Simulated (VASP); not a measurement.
# C (R-3m) in VASP: notebook

Runs on C. Level: r2SCAN. Tasks: single point, relaxation of cell and atoms.

All numbers are computed with VASP 6.6.1; they aren't measurements. Logs are shortened: lines on timing, memory, paths and dates and some standing lists are left out, and cuts for length are marked.

## (1) The cell of the first run

It takes space group R-3m (No. 166, trigonal). The conventional cell has a = 2.457 Å, b = 2.457 Å, c = 10.039 Å, α = 90.00°, β = 90.00°, γ = 120.00°. C (site symmetry 3m) has 3 C at 1.42 Å within 1.9 Å.

## (2) Single point, r2SCAN

The input, POSCAR:

```
C
1.0
    1.2284134263      0.7092248223      3.3463231883
   -1.2284134263      0.7092248223      3.3463231883
    0.0000000000     -1.4184496447      3.3463231883
C
2
Direct
    0.1664420577      0.1664420577      0.1664420577
    0.8335579423      0.8335579423      0.8335579423
```

The input, INCAR.step1:

```
ALGO = Normal
EDIFF = 1E-4
ENCUT = 520
GGA = PE
ISMEAR = 0
LASPH = T
LCHARG = F
LREAL = F
LWAVE = T
NBANDS = 11
NELM = 80
PREC = Accurate
SIGMA = 0.1
```

The input, INCAR.step2:

```
ALGO = Normal
EDIFF = 1E-6
ENCUT = 520
ISIF = 2
ISMEAR = 0
ISTART = 1
LASPH = T
LCHARG = F
LMIXTAU = T
LREAL = F
LWAVE = F
METAGGA = R2SCAN
NBANDS = 11
NELM = 80
PREC = Accurate
SIGMA = 0.1
```

The input, KPOINTS:

```
k-points
0
Gamma
  6 6 6
```

Potentials or basis: VASP PAW PBE potentials, release 64 (C).

Run with:

```
cat potpaw_PBE.64/C/POTCAR > POTCAR
cp INCAR.step1 INCAR
mpirun -np 1 vasp_std > vasp.out
cp INCAR.step2 INCAR
mpirun -np 1 vasp_std > vasp.out
```

OUTCAR:

```text
EDIFF = 1E-6
   ENCUT = 520
   ISIF = 2
   ISMEAR = 0
   ISTART = 1
   LASPH = T
   LREAL = F
   METAGGA = R2SCAN
   NELM = 80
   PREC = Accurate

 ion  position               nearest neighbor table
   1  0.166  0.166  0.166-   2 1.42   2 1.42   2 1.42
   2  0.834  0.834  0.834-   1 1.42   1 1.42   1 1.42

  LATTYP: Found a trigonal (rhomboedric) cell.
 ALAT       =     3.6345396235
 COS(alpha) =     0.7715346781

  Lattice vectors:

 A1 = (   1.2284134263,   0.7092248223,   3.3463231883)
 A2 = (  -1.2284134263,   0.7092248223,   3.3463231883)
 A3 = (   0.0000000000,  -1.4184496447,   3.3463231883)

Analysis of symmetry for initial positions (statically):
=====================================================================
 Subroutine PRICEL returns:
 Original cell was already a primitive cell.

 Routine SETGRP: Setting up the symmetry group for a
 trigonal (rhombohedral) supercell.

 Subroutine GETGRP returns: Found 12 space group operations
 (whereof 12 operations were pure point group operations)
 out of a pool of 12 trial point group operations.

The static configuration has the point symmetry D_3d.

Analysis of symmetry for dynamics (positions and initial velocities):
=====================================================================
 Subroutine PRICEL returns:
 Original cell was already a primitive cell.

 Routine SETGRP: Setting up the symmetry group for a
 trigonal (rhombohedral) supercell.

 Subroutine GETGRP returns: Found 12 space group operations
 (whereof 12 operations were pure point group operations)
 out of a pool of 12 trial point group operations.

The dynamic configuration has the point symmetry D_3d.

 Subroutine INISYM returns: Found 12 space group operations
 (whereof 12 operations are pure point group operations),
 and found     1 'primitive' translations

----------------------------------------------------------------------------------------

                                     Primitive cell

  volume of cell :      17.4923

  direct lattice vectors                    reciprocal lattice vectors
     1.228413426  0.709224822  3.346323188     0.407029091  0.234998355  0.099611817
    -1.228413426  0.709224822  3.346323188    -0.407029091  0.234998355  0.099611817
     0.000000000 -1.418449645  3.346323188     0.000000000 -0.469996710  0.099611817

  length of vectors
     3.634539624  3.634539624  3.634539624     0.480436699  0.480436699  0.480436699

  position of ions in fractional coordinates (direct lattice)
     0.166442058  0.166442058  0.166442058
[... 82 lines left out ...]
   IBRION =     -1    ionic relax: 0-MD 1-quasi-New 2-CG
   NFREE  =      0    steps in history (QN), initial steepest desc. (CG)
   ISIF   =      2    stress and relaxation
   ISYM   =      2    0-nonsym 1-usesym 2-fastsym
   POTIM  = 0.5000    time-step for ionic-motion
   TEBEG  =    0.0;   TEEND  =   0.0 temperature during run
   PSTRESS=    0.0 pullay stress
   NELECT =       8.0000    total number of electrons
   NUPDOWN=      -1.0000    fix difference up-down
   EMIN   =  10.00;   EMAX   =-10.00  energy-range for DOS
   EFERMI =   0.00;   METHOD = LEGACY
   ISMEAR =     0;   SIGMA  =   0.10  broadening in eV -4-tet -1-fermi 0-gaus
   EFERMI_NEDOS =   21; number of points for ismear=-14 and -15
   IALGO  =     38    algorithm
   IMIX   =      4    mixing-type and parameters
     AMIX     =   0.40;   BMIX     =  1.00
     AMIX_MAG =   1.60;   BMIX_MAG =  1.00
  volume/ion in A,a.u.               =       8.75        59.02
  Fermi-wavevector in a.u.,A,eV,Ry     =   1.261311  2.383533 21.645593  1.590906
  Thomas-Fermi vector in A             =   2.394777
   LORBIT       =      0    0 simple, 1 ext, 2 COOP (PROOUT), +10 PAW based schemes
   METAGGA = R2SCAN    functional components
   LHFCALC =     F    Hartree Fock is set to
   AEXX    =    0.0000 exact exchange contribution
   IVDW    =     0    specifies the selected vdW correction
   LEPSILON=     F    determine dielectric tensor
   LRPA    =     F    only Hartree local field effects (RPA)
 non-spin polarized calculation
 Gauss-broadening in eV      SIGMA  =   0.10
  energy-cutoff  :      520.00
  volume of cell :       17.49
 maximum number of plane-waves:       481
   NGX = 13   NGY = 13   NGZ = 13

 number of electron       8.0000000 magnetization

 Free energy of the ion-electron system (eV)
  ---------------------------------------------------
  ext. energy  EPLUGINS =         0.00000000
  ---------------------------------------------------
  free energy    TOTEN  =       -19.84353200 eV

  energy without entropy =      -19.84353198  energy(sigma->0) =      -19.84353199

 E-fermi :   4.7085     XC(G=0): -11.1636

 val. band max:        4.3552254491   @ k =  -0.3333   0.3333   0.0000
 cond. band min:       5.0609362168   @ k =  -0.3333   0.3333   0.0000
 fundamental gap:      0.7057107677
 Fermi energy:         4.7085308984

 k-point     1 :       0.0000    0.0000    0.0000
  band No.  band energies     occupation
      1     -16.2688      2.00000
      2      -2.3003      2.00000
      3       1.5148      2.00000
      4       1.5148      2.00000
      5       9.1795      0.00000
      6      13.4661      0.00000
      7      13.4661      0.00000
      8      17.0933      0.00000
      9      18.0542      0.00000
     10      28.8225      0.00000
     11      31.7955      0.00000
[... 309 lines left out ...]
 k-point    24 :      -0.3333    0.5000    0.1667
  band No.  band energies     occupation
      1     -11.3108      2.00000
      2      -7.4832      2.00000
      3      -3.8759      2.00000
      4       1.2124      2.00000
      5       7.5660      0.00000
      6      15.0764      0.00000
      7      17.4059      0.00000
      8      20.0775      0.00000
      9      23.1917      0.00000
     10      26.2394      0.00000
     11      26.5915      0.00000

 [... further k-points ...]
[... 5 lines left out ...]
  --------------------------------------------------------------------------------------
  -------------------------------------------------------------------------------------
  Total        0.1192275      0.1192275      0.0200108      0.0000000     -0.0000000      0.0000000
  in kB       10.9204182     10.9204182      1.8328500      0.0000000     -0.0000000      0.0000000
  external PRESSURE =       7.8912288 kB  Pullay stress =       0.0000000 kB

 VOLUME and BASIS-vectors are now :
 -----------------------------------------------------------------------------
  energy-cutoff  :      520.00
  volume of cell :       17.49
      direct lattice vectors                 reciprocal lattice vectors
     1.228413426  0.709224822  3.346323188     0.407029091  0.234998355  0.099611817
    -1.228413426  0.709224822  3.346323188    -0.407029091  0.234998355  0.099611817
     0.000000000 -1.418449645  3.346323188     0.000000000 -0.469996710  0.099611817

 POSITION                                       TOTAL-FORCE (eV/Angst)
 -----------------------------------------------------------------------------------
      0.00000     -0.00000      1.67091         0.000000     -0.000000      0.000033
      0.00000     -0.00000      8.36806         0.000000      0.000000     -0.000033
 -----------------------------------------------------------------------------------
    total drift:                                0.000000     -0.000000      0.000000

  FREE ENERGIE OF THE ION-ELECTRON SYSTEM (eV)
  ---------------------------------------------------
  free  energy   TOTEN  =       -19.8435319974 eV

  energy  without entropy=      -19.8435319818  energy(sigma->0) =      -19.84353199
```

OUTCAR.step1:

```text
EDIFF = 1E-4
   ENCUT = 520
   GGA = PE
   ISMEAR = 0
   LASPH = T
[... 557 lines left out ...]
 -----------------------------------------------------------------------------------
      0.00000     -0.00000      1.67091         0.000000      0.000000     -0.007756
      0.00000     -0.00000      8.36806         0.000000     -0.000000      0.007756
 -----------------------------------------------------------------------------------
    total drift:                               -0.000000     -0.000000      0.000000

  FREE ENERGIE OF THE ION-ELECTRON SYSTEM (eV)
  ---------------------------------------------------
  free  energy   TOTEN  =       -18.3926464380 eV

  energy  without entropy=      -18.3926463783  energy(sigma->0) =      -18.39264641
```

It took 98 s on 1 thread of AMD EPYC 7R13, shared host; peak memory 0.12 GiB.

What came out:

```
Free energy            : -19.8435 eV
Pressure               : 0.8 GPa
Band gap on the k mesh : 0.71 eV, direct
```

Stress tensor (GPa, compression positive):
```
1.09 0.00 0.00
0.00 1.09 0.00
0.00 0.00 0.18
```

Caveat: the k points lie up to 0.50 Å⁻¹ apart; the PAW data sets were made with another functional, which shifts forces and pressure a little. A k mesh can miss the band edges.

## (3) Relaxation of cell and atoms, r2SCAN

This run uses another cell than the first one, of 11.40 Å³/atom, 1.304 times its volume.

The input, POSCAR:

```
C
1.0
    1.5254665541      0.8807285256      2.8287948316
   -1.5254665541      0.8807285256      2.8287948316
    0.0000000000     -1.7614570513      2.8287948316
C
2
Direct
    0.2275400000      0.2275400000      0.2275400000
    0.7724600000      0.7724600000      0.7724600000
```

The input, INCAR.step1:

```
PREC     = Accurate       # precision mode
ENCUT    = 600            # plane-wave cutoff, eV
ISMEAR   = 0              # smearing method
SIGMA    = 0.1            # smearing width, eV
LREAL    = F              # projectors in reciprocal space
LASPH    = T              # aspherical terms in the spheres
NELM     = 100            # most SCF steps
GGA      = PE             # functional
ALGO     = Normal         # electronic algorithm
EDIFF    = 1E-4           # SCF threshold, eV
LWAVE    = T              # write WAVECAR
LCHARG   = F              # write CHGCAR
```

The input, INCAR.step2:

```
PREC     = Accurate       # precision mode
ENCUT    = 600            # plane-wave cutoff, eV
EDIFF    = 1E-6           # SCF threshold, eV
ISMEAR   = 0              # smearing method
SIGMA    = 0.1            # smearing width, eV
LREAL    = F              # projectors in reciprocal space
LASPH    = T              # aspherical terms in the spheres
NELM     = 100            # most SCF steps
ALGO     = Normal         # electronic algorithm
ISIF     = 3              # what is computed and relaxed
LWAVE    = F              # write WAVECAR
LCHARG   = F              # write CHGCAR
METAGGA  = R2SCAN         # meta-GGA
LMIXTAU  = T            
IBRION   = 2              # ionic algorithm
NSW      = 90             # ionic steps
EDIFFG   = -0.04          # ionic threshold
ISTART   = 1
```

The input, KPOINTS:

```
regular mesh
0
Gamma
  6 6 6
```

Potentials or basis: VASP PAW PBE potentials, release 64 (C).

Run with:

```
cat potpaw_PBE.64/C/POTCAR > POTCAR
cp INCAR.step1 INCAR
mpirun -np 1 vasp_std > vasp.out
cp INCAR.step2 INCAR
mpirun -np 1 vasp_std > vasp.out
```

Wall time 13 min (1 thread of AMD EPYC 7R13, shared host); peak memory 0.13 GiB.

The run converged. Its results:

- Free energy: -19.6765 eV
- Relaxed volume: 5.65 Å³/atom
- Relaxed cell: a = 2.518 Å, b = 2.518 Å, c = 2.518 Å, α = 60.02°, β = 60.02°, γ = 60.02°
- Space group after relaxing (to 0.05 Å): Fd-3m (No. 227)
- Energy gained by relaxing: 4153.9 meV/atom
- Ionic steps: 15
- Pressure after relaxing: 0.1 GPa
- Largest force after relaxing: 0.007 eV/Å
- Band gap on the k mesh: 4.35 eV, indirect (least direct gap 5.84 eV)

Forces in eV/Å, atoms in the order of the input:
```
C    0.000  0.000  0.007
C    0.000  0.000 -0.007
```

Stress tensor (GPa, compression positive):
```
-0.08  0.00  0.00
 0.00 -0.08  0.00
 0.00  0.00  0.47
```

The path:
```
step  energy change (eV)  largest force (eV/Å)  pressure (GPa)  volume (Å³)
   1              0.0000                4.1102          -51.05        22.80
   2             -5.4250                6.4077          -13.57        12.79
   3             -5.6757                4.6637           80.53        10.64
   4             -5.7438                5.1338           51.20        11.13
   5             -7.0628                1.0410          103.04        10.44
   6             -7.0932                2.3802           97.72        10.40
   7             -7.2020                1.8289           87.83        10.32
   8             -6.1011               14.0360            1.47        12.43
   9             -7.9235                2.1013            7.71        11.18
  10             -8.2880                1.1276           -3.50        11.40
  11             -8.2976                0.6819           -2.34        11.37
  12             -8.3055                0.3794           -0.46        11.32
  13             -8.3077                0.0246           -1.21        11.33
  14             -8.3077                0.0405           -1.19        11.33
  15             -8.3078                0.0073            0.10        11.30
```

Final structure:
```
C
1.0
     1.25960    0.72723    2.05604
    -1.25960    0.72723    2.05604
     0.00000   -1.45446    2.05604
C
2
Direct
  0.12499 0.12499 0.12499
  0.87501 0.87501 0.87501
```

Levels at points of the mesh, in eV from the valence-band top:
```
           k point  band 1  band 2  band 3  band 4  band 5  band 6  band 7  band 8
(0.00, 0.00, 0.00)  -22.75    0.00    0.00    0.00    5.84    5.84    5.86   13.91
(0.50, 0.00, 0.00)  -16.78  -14.09   -2.99   -2.99    8.88    8.90    9.18   16.73
(0.50, 0.50, 0.00)  -13.62  -13.61   -6.69   -6.68    5.00    5.01   17.93   17.93
(0.50, 0.50, 0.50)  -16.77  -14.09   -2.99   -2.99    8.89    8.89    9.17   16.73
```

Caveat: the volume moved by over 15 % at a fixed basis, so the end points are rough; the PAW data sets were made with another functional, which shifts forces and pressure a little. A k mesh can miss the band edges.

## (4) Single point, r2SCAN

This run uses another cell than the first one, of 9.20 Å³/atom, 1.051 times its volume.

The input, POSCAR:

```
C
1.0
    1.2279182482      0.7089389311      3.5211970199
   -1.2279182482      0.7089389311      3.5211970199
    0.0000000000     -1.4178778623      3.5211970199
C
2
Direct
    0.1666502147      0.1666502147      0.1666502147
    0.8333497853      0.8333497853      0.8333497853
```

The input, INCAR.step1:

```
PREC = Accurate ; ENCUT = 520
ISMEAR = 0 ; SIGMA = 0.02
LREAL = False ; LASPH = True
NELM = 100 ; NBANDS = 11
GGA = PE ; ALGO = Normal
EDIFF = 1E-4 ; LWAVE = True
LCHARG = False
```

The input, INCAR.step2:

```
PREC = Accurate ; ENCUT = 520
EDIFF = 1E-6 ; ISMEAR = 0
SIGMA = 0.02 ; LREAL = False
LASPH = True ; NELM = 100
ALGO = Normal ; ISIF = 2
LWAVE = False ; LCHARG = False
METAGGA = R2SCAN ; LMIXTAU = True
NBANDS = 11 ; ISTART = 1
```

The input, KPOINTS:

```
Automatic mesh
0
Gamma
  18 18 18
```

Run with:

```
cat potpaw_PBE.64/C/POTCAR > POTCAR
cp INCAR.step1 INCAR
mpirun -np 1 vasp_std > vasp.out
cp INCAR.step2 INCAR
mpirun -np 1 vasp_std > vasp.out
```

It took 8.2 min on 1 thread of AMD EPYC 9R45 (Zen 5), shared host; peak memory 0.2 GiB.

It converged, with:

```yaml
Free_energy: -19.8764 eV
Pressure: 0.7 GPa
Band_gap_on_the_k_mesh: 0.52 eV, direct
```

Stress tensor (GPa, compression positive):
```
 1.06  0.00  0.00
 0.00  1.06  0.00
 0.00  0.00 -0.09
```

Levels at points of the mesh, in eV from the valence-band top:
```
           k point  band 2  band 3  band 4  band 5  band 6  band 7
(0.00, 0.00, 0.00)   -7.04   -2.95   -2.95    4.28    9.01    9.01
(0.50, 0.00, 0.00)  -13.86   -6.55   -1.99    2.35    8.18   12.38
(0.50, 0.50, 0.00)  -13.80   -6.59   -2.55    1.73    7.89   13.79
(0.50, 0.50, 0.50)   -8.60   -2.96   -2.96    8.97    8.97   10.17
```

Caveat: the PAW data sets were made with another functional, which shifts forces and pressure a little.

## (5) Summary

```csv
task,cell,k mesh,cutoff (eV),smearing,gap on the mesh (eV),pressure (GPa)
single point,"a = 3.635 Å, angles 39.5°, 2 atoms",6 × 6 × 6,520,gaussian 0.1 eV,0.71,0.8
relaxation of cell and atoms,"relaxed from a = 3.332 Å, angles 54.5°, 2 atoms",6 × 6 × 6,600,gaussian 0.1 eV,4.35,0.1
single point,"a = 3.796 Å, angles 37.7°, 2 atoms",18 × 18 × 18,520,gaussian 0.02 eV,0.52,0.7
```

Alike in all rows: level r2SCAN; potentials or basis VASP PAW PBE potentials, release 64 (C); no spin polarisation.

Caveats: some runs use coarse meshes; the PAW data sets were made with another functional, which shifts forces and pressure a little; the volume moved by over 15 % at a fixed basis, so the end points are rough (some runs).

Total energies depend on the potentials used, so only differences within one code and one set of settings carry meaning.
